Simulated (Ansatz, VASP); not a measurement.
# Two plane-wave programs on Ru

```
Ru
1.0
     2.68702    0.00000    0.00000
    -1.34351    2.32703    0.00000
     0.00000    0.00000    4.22781
Ru
2
Cartesian
  0.0000 1.5514 1.0570
  1.3435 0.7757 3.1709
```

Alike in both runs: task single point; functional PBE; k mesh 22 × 22 × 12; occupations fermi-dirac, width 0.05 eV; collinear spin.

```csv
,VASP,Ansatz
version,VASP 6.6.1,Ansatz 0.2.0
potentials or method,"VASP PAW PBE potentials, release 64 (Ru_pv), cutoff 520 eV","plane waves (420 eV) with PAW, scalar-relativistic"
valence electrons in the cell,28,32
```

```tsv
	VASP	Ansatz	Ansatz less VASP
pressure (GPa)	13.9	14.0	+0.11
traceless stress, the component that is largest in VASP (GPa)	1.49	1.48	-0.017
net moment per atom (μB)	0.00	0.00	0.000
```

The functional is the same, so the differences come from potentials, cutoffs and numerics. VASP's potentials hold 28 valence electrons a cell and Ansatz's 32, so a difference there can come from the potentials and not from the codes. Ansatz's warnings: seeded moment not kept.
